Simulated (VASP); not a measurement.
Here is a VASP 6.6.1 calculation.

POSCAR

```
Ir
1.0
    0.0000000000      2.5380291931      2.5380291931
    2.5380291931      0.0000000000      2.5380291931
    2.5380291931      2.5380291931      0.0000000000
Ir
2
Direct
    0.5000000000      0.5000000000      0.5000000000
    0.7500000000      0.7500000000      0.7500000000
```

File INCAR.step1:

```
SYSTEM = Ir
PREC = Accurate
ENCUT = 520
ISMEAR = 0
SIGMA = 0.1
LREAL = .FALSE.
LASPH = .TRUE.
NELM = 100
NBANDS = 16
GGA = PE
ALGO = Normal
EDIFF = 1E-4
LWAVE = .TRUE.
LCHARG = .FALSE.
```

INCAR.step2

```
SYSTEM = Ir
PREC = Accurate
ENCUT = 520
EDIFF = 1E-6
ISMEAR = 0
SIGMA = 0.1
LREAL = .FALSE.
LASPH = .TRUE.
NELM = 100
ALGO = Normal
ISIF = 2
LWAVE = .FALSE.
LCHARG = .FALSE.
METAGGA = R2SCAN
LMIXTAU = .TRUE.
NBANDS = 16
ISTART = 1
```

Contents of KPOINTS:

```
Automatic mesh
0
G
  6 6 6
  0 0 0
```

Potentials or basis: VASP PAW PBE potentials, release 64 (Ir).

Command:

```bash
$ cat potpaw_PBE.64/Ir/POTCAR > POTCAR
$ cp INCAR.step1 INCAR
$ mpirun -np 1 vasp_std > vasp.out
$ cp INCAR.step2 INCAR
$ mpirun -np 1 vasp_std > vasp.out
```

Question: Predict the pressure.

Answer: 91.0 GPa.

Question: What does it give for the band gap on the k mesh?

Answer: Zero (band 9 reaches 10.38 eV, above the bottom of band 10 at 8.22 eV).

Caveat: the PAW data sets were made with another functional, which shifts forces and pressure a little; spin-orbit coupling is left out, which moves the levels of the heavy elements.
